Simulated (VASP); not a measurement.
Write the native input for VASP 6.6.1 that does the following.

| Item | Value |
| --- | --- |
| Task | single point |
| Functional | PBE |
| Potentials or basis | VASP PAW PBE potentials, release 64 (Mg, O, H) |
| Cutoff | 520 eV |
| k mesh | 2 × 2 × 2 |
| Occupations | fermi-dirac, width 0.05 eV |
| Spin | collinear spin |
| Starting moments | [0.0, 0.0, 0.0, 0.0, 0.0, 0.0, 0.0, 0.0, 0.08, 0.0, 0.08, 0.08, 0.0, 0.0, 0.08, 0.0, 0.32] μB |
| Dipole correction | no |
| Further INCAR settings | LREAL = Auto; ALGO = Normal; EDIFF = 1e-06; NBANDS = 50 |

The structure of Mg8HO8 (a cell with a defect) lies in POSCAR:

```
Mg8HO8
1.0
    0.0000000000      3.8650000000      3.8650000000
    3.8650000000      0.0000000000      3.8650000000
    3.8650000000      3.8650000000      0.0000000000
Mg O H
8 8 1
Direct
    0.0031306598      0.0080465718     -0.0090038810
    0.0100905563     -0.0103234153      0.4866752911
   -0.0159637775      0.5037774903      0.0053557568
    0.0149288486      0.5019404916      0.4917464424
    0.5083441138      0.0017464424     -0.0168822768
    0.4883829237      0.0002846054      0.5188098318
    0.5031953428      0.4927425614     -0.0003234153
    0.4989262613      0.4989780078      0.5166494179
    0.2439068564      0.2626649418      0.2443725744
    0.2464036223      0.2481371281      0.7502846054
    0.2494695990      0.7487968952      0.2394566624
    0.2356921087      0.7465071151      0.7784605433
    0.7351358344      0.2537386805      0.2532212160
    0.7507891332      0.2533247089      0.7541009056
    0.7677878396      0.7459508409      0.2510996119
    0.7466235446      0.7497283312      0.7476067270
    0.4065847348      0.8726908150      0.3592108668
```

These files were run (other wordings do the same):

INCAR

```
ALGO = Normal
EDIFF = 1E-6
ENCUT = 520
GGA = PE
ISIF = 2
ISMEAR = -1
ISPIN = 2
LASPH = T
LCHARG = T
LELF = T
LORBIT = 11
LREAL = Auto
LVHAR = T
LWAVE = F
MAGMOM = 0 0 0 0 0 0 0 0 0.08 0 0.08 0.08 0 0 0.08 0 0.32
NBANDS = 50
NELM = 150
PREC = Accurate
SIGMA = 0.05
```

KPOINTS

```
k-points
0
Gamma
  2 2 2
```

Potentials or basis: VASP PAW PBE potentials, release 64 (Mg, O, H).

The run is started by

```sh
$ cat potpaw_PBE.64/Mg/POTCAR potpaw_PBE.64/O/POTCAR potpaw_PBE.64/H/POTCAR > POTCAR
$ mpirun -np 1 vasp_std > vasp.out
```

It gave:

```json
{
  "Pressure": "89.8 GPa",
  "Largest force": "1.764 eV/Å",
  "Net moment": "0.75 μB per cell",
  "Site moments": "Mg +0.00, +0.01 (each value once); O +0.07, -0.00, +0.06, +0.11 (each value once); H +0.24 μB",
  "Valence electrons inside the program's atomic spheres": "Mg 0.68, 0.61, 0.64, 0.67, 0.63, 0.66, 0.62 (each value once); O 5.27, 5.31, 5.28, 5.29, 5.25, 5.30 (each value once); H 0.66"
}
```

Caveat: the k points lie up to 0.70 Å⁻¹ apart.

It took 7.3 min on 1 thread of Intel Xeon 8259CL, on a shared host, peak memory 0.35 GiB.
